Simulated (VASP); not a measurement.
**Zr2Pb2O3: relaxation of cell and atoms with PBE**

The system is Zr2Pb2O3.

```
Zr Pb O
1.0
    -2.84166    2.84166    4.19901
     2.84166   -2.84166    4.19901
     2.84166    2.84166   -4.19901
Zr Pb O
2 2 3
Direct
  0.30357 0.30357 0.00000
  0.69643 0.69643 0.00000
  0.50000 0.00000 0.50000
  0.00000 0.50000 0.50000
  0.75000 0.25000 0.50000
  0.25000 0.75000 0.50000
  0.00000 0.00000 0.00000
```

The cell was generated, and may not be a known phase.

- Program: VASP 6.6.1
- Task: relaxation of cell and atoms
- Functional: PBE
- Potentials or basis: VASP PAW PBE potentials, release 64 (Zr_sv, Pb_d, O_h)
- Cutoff: 1340 eV
- k mesh: 4 × 4 × 4
- Occupations: gaussian, width 0.2 eV
- Spin: no spin polarisation
- Dipole correction: no
- Further INCAR settings: ALGO = Normal; EDIFF = 1e-07; IBRION = 2; EDIFFG = -0.08; NSW = 36; ISIF = 3

```yaml
Relaxed_volume: 17.39 Å³/atom
Relaxed_cell: a = 6.592 Å, b = 6.592 Å, c = 6.592 Å, α = 139.07°, β = 139.07°, γ = 59.27°
Space_group_after_relaxing_to_0.1_Å: I4/mmm (No. 139)
Pressure_after_relaxing: 0.2 GPa
Largest_force_after_relaxing: 0.042 eV/Å
Band_gap_on_the_k_mesh: zero (bands 35 and 36 overlap by 1.36 eV)
```

Forces on the atoms (eV/Å):
```
Zr   0.000  0.000 -0.042
Zr   0.000  0.000  0.042
Pb   0.000  0.000  0.000
Pb   0.000  0.000  0.000
O    0.000  0.000  0.000
O    0.000  0.000  0.000
O    0.000  0.000  0.000
```

Stress tensor (GPa, compression positive):
```
0.02 0.00 0.00
0.00 0.02 0.00
0.00 0.00 0.44
```

Final structure:
```yaml
crystal:
  lattice:
    - [-2.30463, 2.30463, 5.72949]
    - [2.30463, -2.30463, 5.72949]
    - [2.30463, 2.30463, -5.72949]
  atoms:
    - { symbol: Zr, position: [0.25306, 0.25306, 0.00000] }
    - { symbol: Zr, position: [0.74694, 0.74694, 0.00000] }
    - { symbol: Pb, position: [0.50000, 0.00000, 0.50000] }
    - { symbol: Pb, position: [0.00000, 0.50000, 0.50000] }
    - { symbol: O, position: [0.75000, 0.25000, 0.50000] }
    - { symbol: O, position: [0.25000, 0.75000, 0.50000] }
    - { symbol: O, position: [0.00000, 0.00000, 0.00000] }
```

Levels at points of the mesh, in eV from the Fermi level:
```
           k point  band 32  band 33  band 34  band 35  band 36  band 37  band 38  band 39
(0.00, 0.00, 0.00)    -3.50    -2.17    -1.16    -1.16     0.20     0.88     1.47     1.47
(0.50, 0.00, 0.00)    -1.80    -0.68    -0.68     0.17     0.42     0.82     0.90     0.98
(0.50, 0.50, 0.00)    -1.22    -0.91    -0.07    -0.03     0.53     0.72     1.34     1.84
(0.50, 0.50, 0.50)    -4.37    -2.18    -1.09    -0.93    -0.93     0.55     0.55     0.96
```

Wall time 63 min on 1 thread of Intel(R) Xeon(R) 6975P-C (Granite Rapids), on a shared host, peak memory 0.96 GiB.

Caveat: spin-orbit coupling is left out, which moves the levels of the heavy elements; the relaxation stopped at a loose force limit of 0.08 eV/Å, so its end isn't a converged minimum.
